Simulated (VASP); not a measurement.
# KCl (P4/mmm) in VASP: a series of runs, part 2 of 2

VASP 6.6.1. Earlier steps stand in the parts before.

## 4. Single point, r2SCAN (uniaxial x strain +5.8%)

POSCAR

```
KCl
1.0
    3.9891418156      0.0000000000      0.0000000000
    0.0000000000      3.7711682885      0.0000000000
    0.0000000000      0.0000000000      3.7711682885
K Cl
1 1
Direct
    0.0000000000      0.0000000000      0.0000000000
    0.5000000000      0.5000000000      0.5000000000
```

INCAR.step1

```
ALGO = Normal
EDIFF = 1E-4
ENCUT = 520
GGA = PE
ISMEAR = 0
LASPH = True
LCHARG = False
LREAL = False
LWAVE = True
NBANDS = 15
NELM = 100
PREC = Accurate
SIGMA = 0.01
```

INCAR.step2

```
ALGO = Normal
EDIFF = 1E-6
ENCUT = 520
ISIF = 2
ISMEAR = 0
ISTART = 1
LASPH = True
LCHARG = True
LELF = True
LMIXTAU = True
LREAL = False
LVHAR = True
LWAVE = False
METAGGA = R2SCAN
NBANDS = 15
NELM = 100
PREC = Accurate
SIGMA = 0.01
```

KPOINTS

```
k-points
0
Gamma
  8 8 8
```

Potentials or basis: VASP PAW PBE potentials, release 64 (K_sv, Cl).

Started as:

```bash
cat potpaw_PBE.64/K_sv/POTCAR potpaw_PBE.64/Cl/POTCAR > POTCAR
cp INCAR.step1 INCAR
mpirun -np 1 vasp_std > vasp.out
cp INCAR.step2 INCAR
mpirun -np 1 vasp_std > vasp.out
```

OUTCAR:

```text
EDIFF = 1E-6
   ENCUT = 520
   ISIF = 2
   ISMEAR = 0
   ISTART = 1
   LASPH = True
   LREAL = False
   METAGGA = R2SCAN
   NELM = 100
   PREC = Accurate

 ion  position               nearest neighbor table
   1  0.000  0.000  0.000-
   2  0.500  0.500  0.500-

  LATTYP: Found a simple tetragonal cell.
 ALAT       =     3.7711682885
 C/A-ratio  =     1.0578000000

  Lattice vectors:

 A1 = (   0.0000000000,   3.7711682885,   0.0000000000)
 A2 = (   0.0000000000,   0.0000000000,   3.7711682885)
 A3 = (   3.9891418156,   0.0000000000,   0.0000000000)

Analysis of symmetry for initial positions (statically):
=====================================================================
 Subroutine PRICEL returns:
 Original cell was already a primitive cell.

 Routine SETGRP: Setting up the symmetry group for a
 simple tetragonal supercell.

 Subroutine GETGRP returns: Found 16 space group operations
 (whereof 16 operations were pure point group operations)
 out of a pool of 16 trial point group operations.

The static configuration has the point symmetry D_4h.

Analysis of symmetry for dynamics (positions and initial velocities):
=====================================================================
 Subroutine PRICEL returns:
 Original cell was already a primitive cell.

 Routine SETGRP: Setting up the symmetry group for a
 simple tetragonal supercell.

 Subroutine GETGRP returns: Found 16 space group operations
 (whereof 16 operations were pure point group operations)
 out of a pool of 16 trial point group operations.

The dynamic configuration has the point symmetry D_4h.

 Subroutine INISYM returns: Found 16 space group operations
 (whereof 16 operations are pure point group operations),
 and found     1 'primitive' translations

----------------------------------------------------------------------------------------

[... 119 lines left out ...]
   AEXX    =    0.0000 exact exchange contribution
   IVDW    =     0    specifies the selected vdW correction
   LEPSILON=     F    determine dielectric tensor
   LRPA    =     F    only Hartree local field effects (RPA)
 non-spin polarized calculation
 Gauss-broadening in eV      SIGMA  =   0.01
  energy-cutoff  :      520.00
  volume of cell :       56.73
 maximum number of plane-waves:      1548
 NGX is ok and might be reduce to    30
   NGX = 15   NGY = 15   NGZ = 15

 number of electron      16.0000001 magnetization

 Free energy of the ion-electron system (eV)
  ---------------------------------------------------
  ext. energy  EPLUGINS =         0.00000000
  ---------------------------------------------------
  free energy    TOTEN  =       -16.38021915 eV

  energy without entropy =      -16.38021915  energy(sigma->0) =      -16.38021915

 E-fermi :  -1.0800     XC(G=0):  -8.4680

 val. band max:       -1.1397787362   @ k =   0.5000   0.5000   0.0000
 cond. band min:       4.2657144743   @ k =   0.0000   0.0000   0.0000
 fundamental gap:      5.4054932105
 Fermi energy:        -1.0800365821

 k-point     1 :       0.0000    0.0000    0.0000
  band No.  band energies     occupation
      1     -30.4407      2.00000
      2     -14.3573      2.00000
      3     -13.0665      2.00000
      4     -13.0518      2.00000
      5     -13.0518      2.00000
      6      -1.6308      2.00000
      7      -1.3319      2.00000
      8      -1.3319      2.00000
      9       4.2657      0.00000
     10       5.8228      0.00000
     11       6.0230      0.00000
     12      10.0991      0.00000
     13      10.0991      0.00000
     14      10.4575      0.00000
[... 401 lines left out ...]
      2     -14.1773      2.00000
      3     -13.2460      2.00000
      4     -13.1839      2.00000
      5     -13.0070      2.00000
      6      -2.5813      2.00000
      7      -2.2911      2.00000
      8      -1.1644      2.00000
      9       5.7595      0.00000
     10       7.0200      0.00000
     11       8.6941      0.00000
     12       8.8876      0.00000
     13       9.8465      0.00000
     14      10.3574      0.00000
     15      11.8664      0.00000

 [... further k-points ...]

------------------------ aborting loop because EDIFF is reached ----------------------------------------

  FORCE on cell =-STRESS in cart. coord.  units (eV):
  Direction    XX          YY          ZZ          XY          YZ          ZX
  --------------------------------------------------------------------------------------
  -------------------------------------------------------------------------------------
  Total       -0.9961900     -0.1173718     -0.1173718     -0.0000000      0.0000000      0.0000000
  in kB      -28.1333512     -3.3146924     -3.3146924     -0.0000000      0.0000000      0.0000000
  external PRESSURE =     -11.5875786 kB  Pullay stress =       0.0000000 kB

 VOLUME and BASIS-vectors are now :
 -----------------------------------------------------------------------------
  energy-cutoff  :      520.00
  volume of cell :       56.73
      direct lattice vectors                 reciprocal lattice vectors
     3.989141816  0.000000000  0.000000000     0.250680484  0.000000000  0.000000000
     0.000000000  3.771168289  0.000000000     0.000000000  0.265169816  0.000000000
     0.000000000  0.000000000  3.771168289     0.000000000  0.000000000  0.265169816

 POSITION                                       TOTAL-FORCE (eV/Angst)
 -----------------------------------------------------------------------------------
      0.00000      0.00000      0.00000         0.000000      0.000000      0.000000
      1.99457      1.88558      1.88558         0.000000      0.000000      0.000000
 -----------------------------------------------------------------------------------
    total drift:                                0.000000      0.000000     -0.000000

  FREE ENERGIE OF THE ION-ELECTRON SYSTEM (eV)
  ---------------------------------------------------
  free  energy   TOTEN  =       -16.3802191497 eV

  energy  without entropy=      -16.3802191497  energy(sigma->0) =      -16.38021915
```

It took 4.3 min on 1 thread of AMD EPYC 7R43 (Zen 3), shared host; peak memory 0.17 GiB.

Results:

```
Free energy            : -16.3802 eV
Pressure               : -1.2 GPa
Band gap on the k mesh : 5.41 eV (least direct gap 5.60 eV)
```

Caveat: the cell differs from its parent crystal (uniaxial x strain +5.8%); the PAW data sets were made with another functional, which shifts forces and pressure a little.

## 5. Summary

```tsv
level	cell	smearing	gap on the mesh (eV)	pressure (GPa)
PBE	a = 3.989, b = 3.771, c = 3.771 Å, 2 atoms	fermi-dirac 0.02 eV	4.65	-0.1
PBE	a = 3.986, b = 3.986, c = 3.771 Å, 2 atoms	fermi-dirac 0.02 eV	4.38	-1.0
r2SCAN	a = 3.989, b = 3.771, c = 3.771 Å, 2 atoms	gaussian 0.01 eV	5.41	-1.2
```

Alike in all rows: task single point; potentials or basis VASP PAW PBE potentials, release 64 (K_sv, Cl); no spin polarisation; k mesh 8 × 8 × 8; cutoff (eV) 520.

Caveats: the PAW data sets were made with another functional, which shifts forces and pressure a little (at least some runs).

Absolute energies hang on the potentials; compare differences alone.
